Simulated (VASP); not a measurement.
# Fe3Co (P4/mmm) in VASP: a series of runs

The runs below take Fe3Co through single point, with r2SCAN.

All numbers are computed with VASP 6.6.1; they aren't measurements. Logs are shortened: lines on timing, memory, paths and dates and some standing lists are left out, and cuts for length are marked.

## Step 1: The cell of the first run

Symmetry: P4/mmm, No. 123, tetragonal system. Conventional cell: a = 4.024 Å, b = 4.024 Å, c = 2.828 Å, α = 90.00°, β = 90.00°, γ = 90.00°. Fe (site symmetry 4/mmm) has 10 Fe at 2.46 to 2.83 Å and 4 Co at 2.85 Å within 3.2 Å. Within 3.2 Å of Fe (site symmetry mmm) lie 10 Fe at 2.46 to 2.85 Å and 4 Co at 2.46 Å. Co (site symmetry 4/mmm) has 12 Fe at 2.46 to 2.85 Å and 2 Co at 2.83 Å within 3.2 Å.

## Step 2: Single point, r2SCAN, collinear spin, ferromagnetic start

Input file POSCAR:

```
Fe3Co
1.0
    4.0235794450      0.0000000000      0.0000000000
    0.0000000000      4.0235794450      0.0000000000
    0.0000000000      0.0000000000      2.8277051700
Fe Co
3 1
Direct
    0.5000000000      0.5000000000      0.0000000000
    0.5000000000      0.0000000000      0.5000000000
    0.0000000000      0.5000000000      0.5000000000
    0.0000000000      0.0000000000      0.0000000000
```

Input file INCAR.step1:

```
SYSTEM = Fe3Co
PREC = Accurate
ENCUT = 520
ISMEAR = 0
SIGMA = 0.1
LREAL = .FALSE.
LASPH = .TRUE.
NELM = 150
ISPIN = 2
MAGMOM = 2.96 3.16 3.16 2.11
LMAXMIX = 4
NBANDS = 28
GGA = PE
ALGO = Normal
EDIFF = 1E-4
LWAVE = .TRUE.
LCHARG = .FALSE.
```

Input file INCAR.step2:

```
SYSTEM = Fe3Co
PREC = Accurate
ENCUT = 520
EDIFF = 1E-7
ISMEAR = 0
SIGMA = 0.1
LREAL = .FALSE.
LASPH = .TRUE.
NELM = 150
ALGO = Normal
ISIF = 2
LWAVE = .FALSE.
LCHARG = .FALSE.
ISPIN = 2
MAGMOM = 2.96 3.16 3.16 2.11
LORBIT = 11
LMAXMIX = 4
METAGGA = R2SCAN
LMIXTAU = .TRUE.
NBANDS = 28
ISTART = 1
```

Input file KPOINTS:

```
Automatic mesh
0
G
  6 6 6
  0 0 0
```

Potentials or basis: VASP PAW PBE potentials, release 64 (Fe, Co).

Run with:

```sh
$ cat potpaw_PBE.64/Fe/POTCAR potpaw_PBE.64/Co/POTCAR > POTCAR
$ cp INCAR.step1 INCAR
$ mpirun -np 1 vasp_std > vasp.out
$ cp INCAR.step2 INCAR
$ mpirun -np 1 vasp_std > vasp.out
```

OUTCAR:

```text
SYSTEM = Fe3Co
   PREC = Accurate
   ENCUT = 520
   EDIFF = 1E-7
   ISMEAR = 0
   LREAL = .FALSE.
   LASPH = .TRUE.
   NELM = 150
   ISIF = 2
   ISPIN = 2
   LORBIT = 11
   METAGGA = R2SCAN
   ISTART = 1

 ion  position               nearest neighbor table
   1  0.500  0.500  0.000-   2 2.46   3 2.46   2 2.46   3 2.46   2 2.46   2 2.46   3 2.46   3 2.46
                             4 2.85   4 2.85   4 2.85   4 2.85
   2  0.500  0.000  0.500-   1 2.46   4 2.46   1 2.46   4 2.46   1 2.46   1 2.46   4 2.46   4 2.46
                             3 2.85   3 2.85   3 2.85   3 2.85
   3  0.000  0.500  0.500-   1 2.46   4 2.46   1 2.46   4 2.46   4 2.46   4 2.46   1 2.46   1 2.46
                             2 2.85   2 2.85   2 2.85   2 2.85
   4  0.000  0.000  0.000-   2 2.46   3 2.46   2 2.46   3 2.46   3 2.46   3 2.46   2 2.46   2 2.46
                             1 2.85   1 2.85   1 2.85   1 2.85

  LATTYP: Found a simple tetragonal cell.
 ALAT       =     4.0235794450
 C/A-ratio  =     0.7027834814

  Lattice vectors:

 A1 = (   4.0235794450,   0.0000000000,   0.0000000000)
 A2 = (   0.0000000000,   4.0235794450,   0.0000000000)
 A3 = (   0.0000000000,   0.0000000000,   2.8277051700)

Analysis of symmetry for initial positions (statically):
=====================================================================
 Subroutine PRICEL returns:
 Original cell was already a primitive cell.

 Routine SETGRP: Setting up the symmetry group for a
 simple tetragonal supercell.

 Subroutine GETGRP returns: Found 16 space group operations
 (whereof 16 operations were pure point group operations)
 out of a pool of 16 trial point group operations.

The static configuration has the point symmetry D_4h.

Analysis of symmetry for dynamics (positions and initial velocities):
=====================================================================
 Subroutine PRICEL returns:
 Original cell was already a primitive cell.

 Routine SETGRP: Setting up the symmetry group for a
 simple tetragonal supercell.

 Subroutine GETGRP returns: Found 16 space group operations
 (whereof 16 operations were pure point group operations)
 out of a pool of 16 trial point group operations.

The dynamic configuration has the point symmetry D_4h.

Analysis of structural, dynamic, and magnetic symmetry:
=====================================================================
 Subroutine PRICEL returns:
 Original cell was already a primitive cell.

 Routine SETGRP: Setting up the symmetry group for a
 simple tetragonal supercell.

 Subroutine GETGRP returns: Found 16 space group operations
 (whereof 16 operations were pure point group operations)
 out of a pool of 16 trial point group operations.

The overall configuration has the point symmetry D_4h.

 Subroutine INISYM returns: Found 16 space group operations
 (whereof 16 operations are pure point group operations),
 and found     1 'primitive' translations

----------------------------------------------------------------------------------------

                                     Primitive cell

  volume of cell :      45.7783

  direct lattice vectors                    reciprocal lattice vectors
     4.023579445  0.000000000  0.000000000     0.248534921  0.000000000  0.000000000
     0.000000000  4.023579445  0.000000000     0.000000000  0.248534921  0.000000000
     0.000000000  0.000000000  2.827705170     0.000000000  0.000000000  0.353643658

  length of vectors
     4.023579445  4.023579445  2.827705170     0.248534921  0.248534921  0.353643658

  position of ions in fractional coordinates (direct lattice)
     0.500000000  0.500000000  0.000000000
     0.500000000  0.000000000  0.500000000
     0.000000000  0.500000000  0.500000000
     0.000000000  0.000000000  0.000000000

  ion indices of the primitive-cell ions
   primitive index   ion index
                 1           1
                 2           2
                 3           3
                 4           4

----------------------------------------------------------------------------------------

[... 58 lines left out ...]
      4       1.2250      1.00000
      5       1.2410      1.00000
      6       2.5674      1.00000
[... 20 lines left out ...]
     27      16.6868      0.00000
     28      16.9246      0.00000

 k-point     2 :       0.1667    0.0000    0.0000
  band No.  band energies     occupation
      1      -1.7595      1.00000
      2       1.1647      1.00000
      3       1.3079      1.00000
      4       1.3112      1.00000
      5       1.3686      1.00000
      6       2.6291      1.00000
[... 674 lines left out ...]
 k-point    24 :       0.5000    0.0000    0.3333
  band No.  band energies     occupation
      1       1.6402      1.00000
      2       1.7538      1.00000
      3       2.4370      1.00000
      4       2.4842      1.00000
      5       2.5065      1.00000
      6       2.5387      1.00000
[... 20 lines left out ...]
     27      16.3237      0.00000
     28      16.5664      0.00000

 [... further k-points ...]

 spin component 2

 k-point     1 :       0.0000    0.0000    0.0000
  band No.  band energies     occupation
      1      -2.6526      1.00000
      2       2.8552      1.00000
      3       2.9174      1.00000
      4       3.8363      1.00000
      5       3.8577      1.00000
      6       5.0858      1.00000
[... 20 lines left out ...]
     27      16.9162      0.00000
     28      17.1693      0.00000

 k-point     2 :       0.1667    0.0000    0.0000
  band No.  band energies     occupation
      1      -2.3515      1.00000
      2       2.5337      1.00000
      3       3.1091      1.00000
      4       3.9317      1.00000
      5       3.9874      1.00000
      6       5.1539      1.00000
[... 674 lines left out ...]
 k-point    24 :       0.5000    0.0000    0.3333
  band No.  band energies     occupation
      1       1.6748      1.00000
      2       1.8362      1.00000
      3       4.4323      1.00000
      4       4.6226      1.00000
      5       4.6512      1.00000
      6       4.9250      1.00000
[... 20 lines left out ...]
     27      17.5904      0.00000
     28      17.9446      0.00000

 [... further k-points ...]

------------------------ aborting loop because EDIFF is reached ----------------------------------------

  FORCE on cell =-STRESS in cart. coord.  units (eV):
  Direction    XX          YY          ZZ          XY          YZ          ZX
  --------------------------------------------------------------------------------------
  -------------------------------------------------------------------------------------
  Total        0.1755261      0.1755261      0.3466395      0.0000000      0.0000000      0.0000000
  in kB        6.1431765      6.1431765     12.1319159      0.0000000      0.0000000      0.0000000
  external PRESSURE =       8.1394230 kB  Pullay stress =       0.0000000 kB

 VOLUME and BASIS-vectors are now :
 -----------------------------------------------------------------------------
  energy-cutoff  :      520.00
  volume of cell :       45.78
      direct lattice vectors                 reciprocal lattice vectors
     4.023579445  0.000000000  0.000000000     0.248534921  0.000000000  0.000000000
     0.000000000  4.023579445  0.000000000     0.000000000  0.248534921  0.000000000
     0.000000000  0.000000000  2.827705170     0.000000000  0.000000000  0.353643658

 POSITION                                       TOTAL-FORCE (eV/Angst)
 -----------------------------------------------------------------------------------
      2.01179      2.01179      0.00000         0.000000      0.000000      0.000000
      2.01179      0.00000      1.41385         0.000000      0.000000      0.000000
      0.00000      2.01179      1.41385         0.000000      0.000000      0.000000
      0.00000      0.00000      0.00000         0.000000      0.000000      0.000000
 -----------------------------------------------------------------------------------
    total drift:                                0.000000      0.000000     -0.000000

  FREE ENERGIE OF THE ION-ELECTRON SYSTEM (eV)
  ---------------------------------------------------
  free  energy   TOTEN  =       -56.7845979854 eV

  energy  without entropy=      -56.7772400623  energy(sigma->0) =      -56.78091902

 total charge

# of ion       s       p       d       tot
------------------------------------------
    1        0.488   0.558   6.226   7.272
    2        0.486   0.565   6.156   7.207
    3        0.486   0.565   6.156   7.207
    4        0.505   0.561   7.210   8.276
--------------------------------------------------
tot          1.964   2.248  25.749  29.961

 magnetization (x)

# of ion       s       p       d       tot
------------------------------------------
    1       -0.007  -0.106   2.755   2.643
    2       -0.003  -0.103   2.917   2.812
    3       -0.003  -0.103   2.917   2.812
    4       -0.021  -0.117   1.963   1.825
--------------------------------------------------
tot         -0.033  -0.429  10.552  10.091
```

It took 4 min on 1 thread of AMD EPYC 9R45 (Zen 5), shared host; peak memory 0.21 GiB.

Results:

| Quantity | Value |
| --- | --- |
| Free energy | -56.7846 eV |
| Pressure | 0.8 GPa |
| Net moment | 9.84 μB per cell |
| Site moments | Fe +2.64, +2.81 (each value once); Co +1.82 μB |
| Valence electrons inside the program's atomic spheres | Fe 7.27, 7.21 (each value once); Co 8.28 |

Stress tensor (GPa, compression positive):
```
0.61 0.00 0.00
0.00 0.61 0.00
0.00 0.00 1.21
```

Levels at points of the mesh, in eV from the Fermi level:
Spin up:
```tsv
k point	band 18	band 19	band 20	band 21	band 22	band 23	band 24	band 25
(0.00, 0.00, 0.00)	-1.05	-0.94	-0.59	-0.59	0.32	0.32	6.71	6.83
(0.50, 0.00, 0.00)	-2.11	-1.95	-1.90	-1.02	-0.63	4.76	4.77	7.30
(0.50, 0.50, 0.00)	-2.14	-1.96	-1.96	-0.76	-0.64	-0.64	-0.59	16.94
(0.00, 0.00, 0.50)	-1.98	-1.95	-1.91	-0.57	-0.54	8.33	8.35	8.36
(0.50, 0.00, 0.50)	-1.78	-1.65	-1.39	1.46	1.62	1.72	1.82	10.71
(0.50, 0.50, 0.50)	-0.68	-0.68	-0.49	0.27	0.38	0.38	0.48	6.57
```
Spin down:
| k point | band 9 | band 10 | band 11 | band 12 | band 13 | band 14 | band 15 | band 16 |
| --- | --- | --- | --- | --- | --- | --- | --- | --- |
| (0.00, 0.00, 0.00) | -0.22 | -0.22 | -0.20 | -0.20 | 1.67 | 1.83 | 1.93 | 2.37 |
| (0.50, 0.00, 0.00) | -0.65 | -0.59 | -0.37 | 0.47 | 0.78 | 1.05 | 1.26 | 1.47 |
| (0.50, 0.50, 0.00) | -0.43 | -0.33 | -0.33 | 0.39 | 0.39 | 0.39 | 0.49 | 0.51 |
| (0.00, 0.00, 0.50) | -0.62 | -0.30 | -0.07 | -0.07 | 0.39 | 0.39 | 0.85 | 1.48 |
| (0.50, 0.00, 0.50) | -1.45 | -1.36 | -1.13 | -1.04 | 1.37 | 1.61 | 1.77 | 2.10 |
| (0.50, 0.50, 0.50) | -0.30 | -0.16 | -0.16 | -0.01 | 1.52 | 1.67 | 1.91 | 1.91 |

Caveat: the k points lie up to 0.37 Å⁻¹ apart; the PAW data sets were made with another functional, which shifts forces and pressure a little.

(Continued in part 2 of 2.)
